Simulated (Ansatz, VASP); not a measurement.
One calculation of P, two programs

File INCAR:

```
SYSTEM = P
PREC = Accurate ; ENCUT = 520
EDIFF = 1E-6 ; ISMEAR = 0
SIGMA = 0.05 ; LREAL = .FALSE.
LASPH = .TRUE. ; NELM = 80
ALGO = Normal ; ISIF = 2
LWAVE = .FALSE. ; LCHARG = .TRUE.
GGA = PS ; LELF = .TRUE.
LVHAR = .TRUE. ; NBANDS = 18
```

KPOINTS

```
regular mesh
0
G
  8 1 6
  0 0 0
```

Contents of POSCAR:

```
P
1.0
    3.7762868780      0.0000000000      0.0000000000
    0.0000000000     40.0855856385      0.0000000000
    0.0000000000      0.0000000000      4.6320847100
P
4
Direct
    0.0000000000      0.9702614300      0.5921507200
    0.0000000000      0.0297385700      0.4078492800
    0.5000000000      0.0297385700      0.0921507200
    0.5000000000      0.9702614300      0.9078492800
```

Input for Ansatz:

```yaml
crystal:
  lattice:
    - [3.776286878, 0.0, 0.0]
    - [0.0, 40.0855856385, 0.0]
    - [0.0, 0.0, 4.63208471]
  atoms:
    - { symbol: P, position: [0.0, 0.97026143, 0.59215072] }
    - { symbol: P, position: [0.0, 0.02973857, 0.40784928] }
    - { symbol: P, position: [0.5, 0.02973857, 0.09215072] }
    - { symbol: P, position: [0.5, 0.97026143, 0.90784928] }
basis:
  ecutwfc: 420
kpoints:
  mp_grid: { grid: [8, 1, 6] }
hamiltonian:
  xc: pbesol
scf:
  occupations: { method: gaussian, width: 0.05 }
output:
  forces: true
  stress: true
  eigenvalues: true
```

Change from the starting cell: strain +0.1500 x Voigt [1, 1, 0, 0, 0, 0], atoms carried along.

Alike in both runs: task single point; functional PBEsol; k mesh 8 × 1 × 6; occupations gaussian, width 0.05 eV; no spin polarisation.

|  | VASP | Ansatz |
| --- | --- | --- |
| version | VASP 6.6.1 | Ansatz 0.2.0 |
| potentials or method | VASP PAW PBE potentials, release 64 (P), cutoff 520 eV | scalar-relativistic, plane waves, PAW |
| valence electrons in the cell | 20 | 20 |

```tsv
	VASP	Ansatz	Ansatz less VASP
gap on the k mesh at the Fermi level (eV)	0.22	0.20	-0.026
least direct gap on the mesh (eV)	0.43	0.40	-0.027
rms of the force components (eV/Å)	0.867	0.864	-0.0036
```

VASP's potentials were made for PBE, not for PBEsol. Atom by atom the forces differ by 0.006 eV/Å (rms over components).
